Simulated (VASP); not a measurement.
# Pt (Fm-3m) in VASP: a series of runs

The runs below take Pt through single point, relaxation of cell and atoms, with PBEsol.

All numbers are computed with VASP 6.6.1; they aren't measurements. Logs are shortened: lines on timing, memory, paths and dates and some standing lists are left out, and cuts for length are marked.

### 1 The cell of the first run

The structure is cubic, space group Fm-3m (No. 225). The conventional cell has a = 3.916 Å, b = 3.916 Å, c = 3.916 Å, α = 90.00°, β = 90.00°, γ = 90.00°. Pt (site symmetry m-3m) has 12 Pt at 2.77 Å within 3.6 Å.

### 2 Single point, PBEsol

INCAR reads:

```
SYSTEM = Pt
PREC     = Accurate       ! precision mode
ENCUT    = 520            ! plane-wave cutoff, eV
EDIFF    = 1E-7           ! SCF threshold, eV
ISMEAR   = 1              ! smearing method
SIGMA    = 0.1            ! smearing width, eV
LREAL    = .False.        ! projectors in reciprocal space
LASPH    = .True.         ! aspherical terms in the spheres
NELM     = 100            ! most SCF steps
ALGO     = Normal         ! electronic algorithm
ISIF     = 2              ! what is computed and relaxed
LWAVE    = .False.        ! write WAVECAR
LCHARG   = .False.        ! write CHGCAR
GGA      = PS             ! functional
NBANDS   = 11             ! bands
```

KPOINTS reads:

```
Automatic mesh
0
Gamma
  9 9 9
  0 0 0
```

POSCAR reads:

```
Pt
1.0
    0.0000000000      1.9579131239      1.9579131239
    1.9579131239      0.0000000000      1.9579131239
    1.9579131239      1.9579131239      0.0000000000
Pt
1
Direct
    0.0000000000      0.0000000000      0.0000000000
```

Potentials or basis: VASP PAW PBE potentials, release 64 (Pt).

The run is started by

```sh
$ cat potpaw_PBE.64/Pt/POTCAR > POTCAR
$ mpirun -np 1 vasp_std > vasp.out
```

OUTCAR:

```text
SYSTEM = Pt
   PREC = Accurate
   ENCUT = 520
   EDIFF = 1E-7
   ISMEAR = 1
   LREAL = .False.
   LASPH = .True.
   NELM = 100
   ISIF = 2
   GGA = PS

 ion  position               nearest neighbor table
   1  0.000  0.000  0.000-

  LATTYP: Found a face centered cubic cell.
 ALAT       =     3.9158262478

  Lattice vectors:

 A1 = (   0.0000000000,   1.9579131239,   1.9579131239)
 A2 = (   1.9579131239,   0.0000000000,   1.9579131239)
 A3 = (   1.9579131239,   1.9579131239,   0.0000000000)

Analysis of symmetry for initial positions (statically):
=====================================================================
 Subroutine PRICEL returns:
 Original cell was already a primitive cell.

 Routine SETGRP: Setting up the symmetry group for a
 face centered cubic supercell.

 Subroutine GETGRP returns: Found 48 space group operations
 (whereof 48 operations were pure point group operations)
 out of a pool of 48 trial point group operations.

The static configuration has the point symmetry O_h .

Analysis of symmetry for dynamics (positions and initial velocities):
=====================================================================
 Subroutine PRICEL returns:
 Original cell was already a primitive cell.

 Routine SETGRP: Setting up the symmetry group for a
 face centered cubic supercell.

 Subroutine GETGRP returns: Found 48 space group operations
 (whereof 48 operations were pure point group operations)
 out of a pool of 48 trial point group operations.

The dynamic configuration has the point symmetry O_h .

 Subroutine INISYM returns: Found 48 space group operations
 (whereof 48 operations are pure point group operations),
 and found     1 'primitive' translations

----------------------------------------------------------------------------------------

                                     Primitive cell

  volume of cell :      15.0110

  direct lattice vectors                    reciprocal lattice vectors
     0.000000000  1.957913124  1.957913124    -0.255373946  0.255373946  0.255373946
     1.957913124  0.000000000  1.957913124     0.255373946 -0.255373946  0.255373946
     1.957913124  1.957913124  0.000000000     0.255373946  0.255373946 -0.255373946

  length of vectors
     2.768907294  2.768907294  2.768907294     0.442320649  0.442320649  0.442320649

  position of ions in fractional coordinates (direct lattice)
     0.000000000  0.000000000  0.000000000

  ion indices of the primitive-cell ions
   primitive index   ion index
                 1           1

----------------------------------------------------------------------------------------

 KPOINTS: Automatic mesh

Automatic generation of k-mesh.
 Grid dimensions read from file:
 generate k-points for:    9    9    9

 Generating k-lattice:

  Cartesian coordinates                     Fractional coordinates (reciprocal lattice)
    -0.028374883  0.028374883  0.028374883     0.111111111  0.000000000  0.000000000
     0.028374883 -0.028374883  0.028374883     0.000000000  0.111111111  0.000000000
     0.028374883  0.028374883 -0.028374883     0.000000000  0.000000000  0.111111111

  Length of vectors
     0.049146739  0.049146739  0.049146739

  Shift w.r.t. Gamma in fractional coordinates (k-lattice)
     0.000000000  0.000000000  0.000000000

 Subroutine IBZKPT returns following result:
 ===========================================

 Found     35 irreducible k-points:

 Following reciprocal coordinates:
            Coordinates               Weight
  0.000000  0.000000  0.000000      1.000000
  0.111111  0.000000  0.000000      8.000000
  0.222222  0.000000  0.000000      8.000000
  0.333333  0.000000  0.000000      8.000000
  0.444444  0.000000  0.000000      8.000000
  0.111111  0.111111  0.000000      6.000000
[... 16 lines left out ...]
 -0.333333  0.333333  0.000000     12.000000
  0.444444  0.444444  0.000000      6.000000
 [... further k-points ...]
   k-points           NKPTS =     35   k-points in BZ     NKDIM =     35   number of bands    NBANDS=     11
   number of dos      NEDOS =    301   number of ions     NIONS =      1
   total plane-waves  NPLWV =  13824
   dimension x,y,z NGX =    24 NGY =   24 NGZ =   24
   dimension x,y,z NGXF=    48 NGYF=   48 NGZF=   48
   ions per type =               1
   NGX,Y,Z   is equivalent  to a cutoff of  14.41, 14.41, 14.41 a.u.
   NGXF,Y,Z  is equivalent  to a cutoff of  28.82, 28.82, 28.82 a.u.
 SYSTEM =  Pt
   PREC   = accura    normal or accurate (medium, high low for compatibility)
   ISTART =      0    job   : 0-new  1-cont  2-samecut
   ICHARG =      2    charge: 1-file 2-atom 10-const
   ISPIN  =      1    spin polarized calculation?
   LNONCOLLINEAR =      F non collinear calculations
   LSORBIT =      F    spin-orbit coupling
   LASPH  =      T    aspherical Exc in radial PAW
   ENCUT  =  520.0 eV  38.22 Ry    6.18 a.u.   5.15  5.15  5.15*2*pi/ulx,y,z
   NELM   =    100;   NELMIN=  2; NELMDL= -5     # of ELM steps
   EDIFF  = 0.1E-06   stopping-criterion for ELM
   LREAL  =      F    real-space projection
   EDIFFG = 0.1E-05   stopping-criterion for IOM
   NSW    =      0    number of steps for IOM
   IBRION =     -1    ionic relax: 0-MD 1-quasi-New 2-CG
   NFREE  =      0    steps in history (QN), initial steepest desc. (CG)
   ISIF   =      2    stress and relaxation
   ISYM   =      2    0-nonsym 1-usesym 2-fastsym
   POTIM  = 0.5000    time-step for ionic-motion
   TEBEG  =    0.0;   TEEND  =   0.0 temperature during run
   PSTRESS=    0.0 pullay stress
   NELECT =      10.0000    total number of electrons
   NUPDOWN=      -1.0000    fix difference up-down
   EMIN   =  10.00;   EMAX   =-10.00  energy-range for DOS
   EFERMI =   0.00;   METHOD = LEGACY
   ISMEAR =     1;   SIGMA  =   0.10  broadening in eV -4-tet -1-fermi 0-gaus
   EFERMI_NEDOS =   21; number of points for ismear=-14 and -15
   IALGO  =     38    algorithm
   IMIX   =      4    mixing-type and parameters
     AMIX     =   0.40;   BMIX     =  1.00
     AMIX_MAG =   1.60;   BMIX_MAG =  1.00
  volume/ion in A,a.u.               =      15.01       101.30
  Fermi-wavevector in a.u.,A,eV,Ry     =   1.429787  2.701906 27.814275  2.044292
  Thomas-Fermi vector in A             =   2.549703
   LORBIT       =      0    0 simple, 1 ext, 2 COOP (PROOUT), +10 PAW based schemes
   GGA     = PS    functional components
   LHFCALC =     F    Hartree Fock is set to
   AEXX    =    0.0000 exact exchange contribution
   IVDW    =     0    specifies the selected vdW correction
   LEPSILON=     F    determine dielectric tensor
   LRPA    =     F    only Hartree local field effects (RPA)
 non-spin polarized calculation
 Methfessel and Paxton  Order N= 1 SIGMA  =   0.10
  energy-cutoff  :      520.00
  volume of cell :       15.01
 maximum number of plane-waves:       419
 NGX is ok and might be reduce to    24
   NGX = 11   NGY = 11   NGZ = 11

 number of electron      10.0000000 magnetization

 number of electron       9.9999999 magnetization

 Free energy of the ion-electron system (eV)
  ---------------------------------------------------
  ext. energy  EPLUGINS =         0.00000000
  ---------------------------------------------------
  free energy    TOTEN  =        -6.99369656 eV

  energy without entropy =       -6.99503316  energy(sigma->0) =       -6.99414210

 E-fermi :  11.1993     XC(G=0): -13.6546

 val. band max:       11.1552137196   @ k =   0.4444   0.4444   0.0000
 cond. band min:      11.2169038314   @ k =   0.4444   0.1111   0.0000
 fundamental gap:      0.0616901118
 Fermi energy:        11.1992590213

 k-point     1 :       0.0000    0.0000    0.0000
  band No.  band energies     occupation
      1       0.8369      2.00000
      2       7.3546      2.00000
      3       7.3546      2.00000
      4       7.3546      2.00000
      5       9.5528      2.00000
      6       9.5528      2.00000
      7      25.7947      0.00000
      8      30.7818      0.00000
      9      30.7818      0.00000
     10      30.7818      0.00000
     11      36.0960      0.00000

 k-point     2 :       0.1111    0.0000    0.0000
  band No.  band energies     occupation
      1       1.3262      2.00000
      2       7.1506      2.00000
      3       7.5370      2.00000
      4       7.5370      2.00000
      5       9.4621      2.00000
      6       9.4621      2.00000
      7      26.5286      0.00000
      8      28.6980      0.00000
      9      31.5371      0.00000
     10      31.5371      0.00000
     11      37.6940      0.00000

 k-point     3 :       0.2222    0.0000    0.0000
  band No.  band energies     occupation
      1       2.5657      2.00000
      2       6.9243      2.00000
      3       7.7521      2.00000
      4       7.7521      2.00000
      5       9.5808      2.00000
      6       9.5808      2.00000
      7      25.3807      0.00000
      8      27.6204      0.00000
      9      33.4489      0.00000
     10      33.4489      0.00000
     11      34.8420      0.00000

 k-point     4 :       0.3333    0.0000    0.0000
  band No.  band energies     occupation
      1       3.5842      2.00000
      2       7.5585      2.00000
      3       7.5585      2.00000
      4       7.8315      2.00000
      5      10.3577      2.00000
      6      10.3577      2.00000
      7      21.4958      0.00000
      8      26.5742      0.00000
      9      32.5781      0.00000
     10      32.5781      0.00000
     11      36.2579      0.00000
[... 239 lines left out ...]
 k-point    22 :      -0.4444    0.3333    0.0000
  band No.  band energies     occupation
      1       4.7547      2.00000
      2       5.4976      2.00000
      3       8.3911      2.00000
      4       9.8189      2.00000
      5      11.2720      0.06168
      6      16.0726      0.00000
      7      17.8995      0.00000
      8      22.6141      0.00000
      9      25.4481      0.00000
     10      31.2777      0.00000
     11      37.0328      0.00000

 k-point    23 :      -0.3333    0.3333    0.0000
  band No.  band energies     occupation
      1       5.2539      2.00000
      2       6.2370      2.00000
      3       7.4298      2.00000
      4       9.2847      2.00000
      5      10.5428      2.00000
      6      15.4870      0.00000
      7      19.9625      0.00000
      8      20.9016      0.00000
      9      27.9119      0.00000
     10      30.1064      0.00000
     11      37.7857      0.00000

 k-point    24 :       0.4444    0.4444    0.0000
  band No.  band energies     occupation
      1       4.0916      2.00000
      2       4.5598      2.00000
      3      11.1552      1.67132
      4      11.4649     -0.00112
      5      11.4649     -0.00112
      6      12.0729     -0.00000
      7      21.1373      0.00000
      8      22.9376      0.00000
      9      22.9376      0.00000
     10      31.1356      0.00000
     11      34.4047      0.00000

 [... further k-points ...]
[... 5 lines left out ...]
  --------------------------------------------------------------------------------------
  -------------------------------------------------------------------------------------
  Total       -0.0395769     -0.0395769     -0.0395769     -0.0000000     -0.0000000     -0.0000000
  in kB       -4.2241799     -4.2241799     -4.2241799     -0.0000000     -0.0000000     -0.0000000
  external PRESSURE =      -4.2241799 kB  Pullay stress =       0.0000000 kB

 VOLUME and BASIS-vectors are now :
 -----------------------------------------------------------------------------
  energy-cutoff  :      520.00
  volume of cell :       15.01
      direct lattice vectors                 reciprocal lattice vectors
     0.000000000  1.957913124  1.957913124    -0.255373946  0.255373946  0.255373946
     1.957913124  0.000000000  1.957913124     0.255373946 -0.255373946  0.255373946
     1.957913124  1.957913124  0.000000000     0.255373946  0.255373946 -0.255373946

 POSITION                                       TOTAL-FORCE (eV/Angst)
 -----------------------------------------------------------------------------------
      0.00000      0.00000      0.00000         0.000000      0.000000      0.000000
 -----------------------------------------------------------------------------------
    total drift:                               -0.000000      0.000000     -0.000000

  FREE ENERGIE OF THE ION-ELECTRON SYSTEM (eV)
  ---------------------------------------------------
  free  energy   TOTEN  =        -6.9936965620 eV

  energy  without entropy=       -6.9950331612  energy(sigma->0) =       -6.99414210
```

It took 3.7 s on 1 thread of Intel Xeon 6975P-C, shared host; peak memory 0.14 GiB.

Results:

```yaml
Free_energy: -6.9937 eV
Pressure: -0.4 GPa
Band_gap_on_the_k_mesh: zero (band 5 reaches 11.55 eV, above the bottom of band 6 at 9.46 eV)
```

Caveat: the PAW data sets were made with another functional, which shifts forces and pressure a little; spin-orbit coupling is left out, which moves the levels of the heavy elements.

### 3 Relaxation of cell and atoms, PBEsol

This run uses another cell than the first one, of 15.08 Å³/atom, 1.005 times its volume.

INCAR reads:

```
SYSTEM = Pt
PREC = Accurate ; ENCUT = 600
EDIFF = 1E-6 ; ISMEAR = 1
SIGMA = 0.1 ; LREAL = .False.
LASPH = .True. ; NELM = 60
ALGO = Normal ; ISIF = 3
LWAVE = .False. ; LCHARG = .False.
GGA = PS ; IBRION = 2
NSW = 80 ; EDIFFG = -0.02
```

KPOINTS reads:

```
regular mesh
0
Gamma
  9 9 9
  0 0 0
```

POSCAR reads:

```
Pt
1.0
    0.0000000000      1.9609000000      1.9609000000
    1.9609000000      0.0000000000      1.9609000000
    1.9609000000      1.9609000000      0.0000000000
Pt
1
Direct
    0.0000000000      0.0000000000      0.0000000000
```

Potentials or basis: VASP PAW PBE potentials, release 64 (Pt).

The run is started by

```sh
$ cat potpaw_PBE.64/Pt/POTCAR > POTCAR
$ mpirun -np 1 vasp_std > vasp.out
```

Wall time 8.7 s (1 thread of Intel Xeon 6975P-C, shared host); peak memory 0.15 GiB.

The run converged. Its results:

* Free energy: -6.9938 eV
* Relaxed volume: 14.99 Å³/atom
* Relaxed cell: a = 2.768 Å, b = 2.768 Å, c = 2.768 Å, α = 60.00°, β = 60.00°, γ = 60.00°
* Space group after relaxing (to 0.05 Å): Fm-3m (No. 225)
* Energy gained by relaxing: 0.4 meV/atom
* Ionic steps: 3
* Pressure after relaxing: 0.0 GPa
* Band gap on the k mesh: zero (band 5 reaches 11.57 eV, above the bottom of band 6 at 9.48 eV)

The path:
```csv
step,energy change (eV),largest force (eV/Å),pressure (GPa),volume (Å³)
1,0.0000,0.0000,-1.64,15.08
2,0.0034,0.0000,5.12,14.75
3,-0.0004,0.0000,0.00,14.99
```

Final structure:
```xyz
1
Lattice="0.0000 1.9572 1.9572 1.9572 0.0000 1.9572 1.9572 1.9572 0.0000" Properties=species:S:1:pos:R:3 pbc="T T T"
Pt    0.0000    0.0000    0.0000
```

Levels at points of the mesh, in eV from the Fermi level:
```
           k point  band 2  band 3  band 4  band 5  band 6  band 7  band 8  band 9
(0.00, 0.00, 0.00)   -3.85   -3.85   -3.85   -1.65   -1.65   14.59   19.59   19.59
```

Caveat: the PAW data sets were made with another functional, which shifts forces and pressure a little; spin-orbit coupling is left out, which moves the levels of the heavy elements.
